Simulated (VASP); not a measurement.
Wanted: the native input for a VASP 6.6.1 run.

| Item | Value |
| --- | --- |
| Task | single point |
| Functional | PBE |
| Potentials or basis | VASP PAW PBE potentials, release 64 (Hg) |
| Cutoff | 520 eV |
| k mesh | 12 × 12 × 8 |
| Occupations | gaussian, width 0.05 eV |
| Spin | no spin polarisation |
| Dipole correction | no |
| Further INCAR settings | ALGO = Normal; EDIFF = 1e-06; NBANDS = 19 |

The structure of Hg lies in POSCAR:

```
Hg
1.0
    3.3836419768      0.0000000000      0.0000000000
   -1.6918209884      2.9303199092      0.0000000000
    0.0000000000      0.0000000000      5.1990129914
Hg
2
Direct
    0.6666666700      0.3333333300      0.7445330777
    0.3333333300      0.6666666700      0.2554669223
```

This cell differs from its parent crystal: strained and its atoms moved.

One way to write it, as run:

INCAR

```
SYSTEM = Hg
ALGO = Normal ; EDIFF = 1E-6
ENCUT = 520 ; GGA = PE
ISIF = 2 ; ISMEAR = 0
LASPH = .TRUE. ; LCHARG = .FALSE.
LREAL = .FALSE. ; LWAVE = .FALSE.
NBANDS = 19 ; NELM = 100
PREC = Accurate ; SIGMA = 0.05
```

KPOINTS

```
k-points
0
G
  12 12 8
  0 0 0
```

Potentials or basis: VASP PAW PBE potentials, release 64 (Hg).

The run is started by

```console
$ cat potpaw_PBE.64/Hg/POTCAR > POTCAR
$ mpirun -np 1 vasp_std > vasp.out
```

It gave:

| Item | Value |
| --- | --- |
| Pressure | 2.7 GPa |
| Largest force | 0.140 eV/Å |
| Band gap on the k mesh | zero (bands 12 and 13 overlap by 0.83 eV) |

Caveat: the cell differs from its parent crystal (strained and its atoms moved); spin-orbit coupling is left out, which moves the levels of the heavy elements.

Wall time 34 s on 1 thread of Intel(R) Xeon(R) 6975P-C (Granite Rapids), with other jobs on the host, peak memory 0.25 GiB.
